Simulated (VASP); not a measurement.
# SiMo5 in VASP: relaxation of the atoms with PBE

Aim: the relaxation of the atoms of SiMo5 with PBE.

All numbers are computed with VASP 6.6.1; they aren't measurements. Logs are shortened: lines on timing, memory, paths and dates and some standing lists are left out, and cuts for length are marked.

## Step 1: The cell of the first run

The cell holds a slab with vacuum, 6 atoms: a = 3.160 Å, b = 3.160 Å, c = 25.321 Å, α = 90.00°, β = 90.00°, γ = 90.00°.

## Step 2: Relaxation of the atoms, PBE

File INCAR:

```
PREC     = Accurate       # precision mode
ENCUT    = 520            # plane-wave cutoff, eV
EDIFF    = 1E-6           # SCF threshold, eV
ISMEAR   = 0              # smearing method
SIGMA    = 0.1            # smearing width, eV
LREAL    = False          # projectors in reciprocal space
LASPH    = True           # aspherical terms in the spheres
NELM     = 60             # most SCF steps
ALGO     = Normal         # electronic algorithm
ISIF     = 2              # what is computed and relaxed
LWAVE    = False          # write WAVECAR
LCHARG   = False          # write CHGCAR
LDIPOL   = True         
IDIPOL   = 3            
DIPOL    = 0.5 0.5 0.496
GGA      = PE             # functional
IBRION   = 2              # ionic algorithm
NSW      = 90             # ionic steps
EDIFFG   = -0.03          # ionic threshold
```

File KPOINTS:

```
Automatic mesh
0
Gamma
  9 9 1
```

File POSCAR:

```
SiMo5
1.0
    3.1604413623      0.0000000000      0.0000000000
    0.0000000000      3.1604413623      0.0000000000
    0.0000000000      0.0000000000     25.3208827246
Mo Si
5 1
Selective dynamics
Direct
    0.5000000000      0.5000000000      0.3356912984  F F F
    0.0000000000      0.0000000000      0.3980991023  F F F
    0.5000000000      0.5000000000      0.4588912020  T T T
    0.0000000000      0.0000000000      0.5238531400  T T T
    0.5000000000      0.5000000000      0.5786861018  T T T
    0.5000000000      0.5000000000      0.6837377316  T T T
```

Potentials or basis: VASP PAW PBE potentials, release 64 (Mo_sv, Si).

Started as:

```console
$ cat potpaw_PBE.64/Mo_sv/POTCAR potpaw_PBE.64/Si/POTCAR > POTCAR
$ mpirun -np 1 vasp_std > vasp.out
```

OUTCAR:

```text
PREC = Accurate
   ENCUT = 520
   EDIFF = 1E-6
   ISMEAR = 0
   LREAL = False
   LASPH = True
   NELM = 60
   ISIF = 2
   GGA = PE
   IBRION = 2
   NSW = 90
   EDIFFG = -0.03

 ion  position               nearest neighbor table
   1  0.500  0.500  0.336-   2 2.74   2 2.74   2 2.74   2 2.74   3 3.12
   2  0.000  0.000  0.398-   3 2.71   3 2.71   3 2.71   3 2.71   1 2.74   1 2.74   1 2.74   1 2.74
                             4 3.18
   3  0.500  0.500  0.459-   2 2.71   2 2.71   2 2.71   2 2.71   4 2.77   4 2.77   4 2.77   4 2.77
                             5 3.03   1 3.12
   4  0.000  0.000  0.524-   5 2.63   5 2.63   5 2.63   5 2.63   3 2.77   3 2.77   3 2.77   3 2.77
                             2 3.18
   5  0.500  0.500  0.579-   4 2.63   4 2.63   4 2.63   4 2.63   6 2.66   3 3.03
   6  0.500  0.500  0.684-   5 2.66

  LATTYP: Found a simple tetragonal cell.
 ALAT       =     3.1604413623
 C/A-ratio  =     8.0118185474

  Lattice vectors:

 A1 = (   3.1604413623,   0.0000000000,   0.0000000000)
 A2 = (   0.0000000000,   3.1604413623,   0.0000000000)
 A3 = (   0.0000000000,   0.0000000000,  25.3208827246)

Analysis of symmetry for initial positions (statically):
=====================================================================
 Subroutine PRICEL returns:
 Original cell was already a primitive cell.

 Routine SETGRP: Setting up the symmetry group for a
 simple tetragonal supercell.

 Subroutine GETGRP returns: Found  8 space group operations
 (whereof  8 operations were pure point group operations)
 out of a pool of 16 trial point group operations.

The static configuration has the point symmetry C_4v.

Analysis of symmetry for dynamics (positions and initial velocities):
=====================================================================
 Subroutine PRICEL returns:
 Original cell was already a primitive cell.

 Routine SETGRP: Setting up the symmetry group for a
 simple tetragonal supercell.

 Subroutine GETGRP returns: Found  8 space group operations
 (whereof  8 operations were pure point group operations)
 out of a pool of 16 trial point group operations.

The dynamic configuration has the point symmetry C_4v.

Analysis of constrained symmetry for selective dynamics:
=====================================================================
 Subroutine PRICEL returns:
 Original cell was already a primitive cell.
[... 133 lines left out ...]
   AEXX    =    0.0000 exact exchange contribution
   IVDW    =     0    specifies the selected vdW correction
   LEPSILON=     F    determine dielectric tensor
   LRPA    =     F    only Hartree local field effects (RPA)
 conjugate gradient relaxation of ions
 non-spin polarized calculation
 Gauss-broadening in eV      SIGMA  =   0.10
  energy-cutoff  :      520.00
  volume of cell :      252.91
 maximum number of plane-waves:      6884
 NGX is ok and might be reduce to    24
   NGX = 11   NGY = 11   NGZ = 95

 dipolmoment           0.000000      0.000000     -0.016290 electrons x Angstroem

--------------------------------------- Ionic step        1  -------------------------------------------

 number of electron      74.0000014 magnetization

 Free energy of the ion-electron system (eV)
  ---------------------------------------------------
  ext. energy  EPLUGINS =         0.00000000
  ---------------------------------------------------
  free energy    TOTEN  =       -55.16471827 eV

  energy without entropy =      -55.12681223  energy(sigma->0) =      -55.14576525

------------------------ aborting loop because EDIFF is reached ----------------------------------------

  FORCE on cell =-STRESS in cart. coord.  units (eV):
  Direction    XX          YY          ZZ          XY          YZ          ZX
  --------------------------------------------------------------------------------------
  -------------------------------------------------------------------------------------
  Total       -6.9936848     -6.9936848     -3.5372465      0.0000000      0.0000000     -0.0000000
  in kB      -44.3039369    -44.3039369    -22.4079224      0.0000000      0.0000000     -0.0000000
  external PRESSURE =     -37.0052654 kB  Pullay stress =       0.0000000 kB
[... 101 lines left out ...]
  FREE ENERGIE OF THE ION-ELECTRON SYSTEM (eV)
  ---------------------------------------------------
  free  energy   TOTEN  =       -55.3142128169 eV

  energy  without entropy=      -55.2761439137  energy(sigma->0) =      -55.29517837

[... ionic steps 4 to 10 ...]

--------------------------------------- Ionic step       11  -------------------------------------------

 number of electron      74.0000009 magnetization

------------------------ aborting loop because EDIFF is reached ----------------------------------------
[... 75 lines left out ...]
--------------------------------------- Ionic step       13  -------------------------------------------

 number of electron      74.0000011 magnetization

 dipolmoment           0.000000      0.000000      0.062310 electrons x Angstroem

 Free energy of the ion-electron system (eV)
  ---------------------------------------------------
  ext. energy  EPLUGINS =         0.00000000
  ---------------------------------------------------
  free energy    TOTEN  =       -55.34386660 eV

  energy without entropy =      -55.30789536  energy(sigma->0) =      -55.32588098

 E-fermi :   1.6040     XC(G=0):  -5.8767

 val. band max:        1.6015997969   @ k =   0.3333   0.2222   0.0000
 cond. band min:       1.6225260741   @ k =   0.4444   0.1111   0.0000
 fundamental gap:      0.0209262772
 Fermi energy:         1.6040293058

 k-point     1 :       0.0000    0.0000    0.0000
  band No.  band energies     occupation
      1     -59.5769      2.00000
      2     -59.3551      2.00000
      3     -59.1809      2.00000
      4     -59.1492      2.00000
      5     -58.8479      2.00000
      6     -33.8159      2.00000
[... 694 lines left out ...]
     43       3.6896      0.00000
     44       3.9658      0.00000

------------------------ aborting loop because EDIFF is reached ----------------------------------------

 vacuum level on the upper side and lower side of the slab       (xc-potential included)         0.538        -0.571

  FORCE on cell =-STRESS in cart. coord.  units (eV):
  Direction    XX          YY          ZZ          XY          YZ          ZX
  --------------------------------------------------------------------------------------
  -------------------------------------------------------------------------------------
  Total       -7.5363197     -7.5363197     -1.9367586      0.0000000      0.0000000      0.0000000
  in kB      -47.7414470    -47.7414470    -12.2690733      0.0000000      0.0000000      0.0000000
  external PRESSURE =     -35.9173225 kB  Pullay stress =       0.0000000 kB
[... 21 lines left out ...]
  FREE ENERGIE OF THE ION-ELECTRON SYSTEM (eV)
  ---------------------------------------------------
  free  energy   TOTEN  =       -55.3438666022 eV

  energy  without entropy=      -55.3078953572  energy(sigma->0) =      -55.32588098

 reached required accuracy - stopping structural energy minimisation

 vacuum level on the upper side and lower side of the slab         6.672         5.542
```

It took 22 min on 1 thread of Intel Xeon Platinum 8259CL at 2.50GHz (Skylake/Cascade Lake), shared host; peak memory 0.4 GiB.

Results:

| Quantity | Value |
| --- | --- |
| Free energy | -55.3439 eV |
| Energy gained by relaxing | 29.9 meV/atom |
| Ionic steps | 13 |
| Band gap on the k mesh | zero (bands 37 and 38 overlap by 0.78 eV) |

The path:
| step | energy change (eV) | largest force on free atoms (eV/Å) | pressure (GPa) |
| --- | --- | --- | --- |
| 1 | 0.0000 | 1.7462 | -3.70 |
| 2 | -0.1397 | 0.6731 | -4.11 |
| 3 | -0.1495 | 0.5318 | -4.15 |
| 4 | -0.1693 | 0.2849 | -4.05 |
| 5 | -0.1737 | 0.3309 | -3.96 |
| 6 | -0.1770 | 0.0816 | -3.89 |
| 7 | -0.1771 | 0.0590 | -3.90 |
| 8 | -0.1775 | 0.0530 | -3.87 |
| 9 | -0.1783 | 0.0652 | -3.78 |
| 10 | -0.1782 | 0.1475 | -3.59 |
| 11 | -0.1786 | 0.1023 | -3.70 |
| 12 | -0.1789 | 0.0724 | -3.67 |
| 13 | -0.1791 | 0.0069 | -3.59 |

Final structure:
```
CELL_PARAMETERS angstrom
3.16044 0.00000 0.00000
0.00000 3.16044 0.00000
0.00000 0.00000 25.32088
ATOMIC_POSITIONS crystal
Mo 0.50000 0.50000 0.33569
Mo 0.00000 0.00000 0.39810
Mo 0.50000 0.50000 0.45918
Mo 0.00000 0.00000 0.52350
Mo 0.50000 0.50000 0.58182
Si 0.50000 0.50000 0.67766
```

Levels at points of the mesh, in eV from the Fermi level:
```csv
k point,band 34,band 35,band 36,band 37,band 38,band 39,band 40,band 41
"(0.00, 0.00, 0.00)",-0.76,-0.76,-0.19,-0.06,-0.06,-0.05,-0.05,1.25
```

The gap in the log of VASP goes by the Fermi energy; the results here count the filled bands.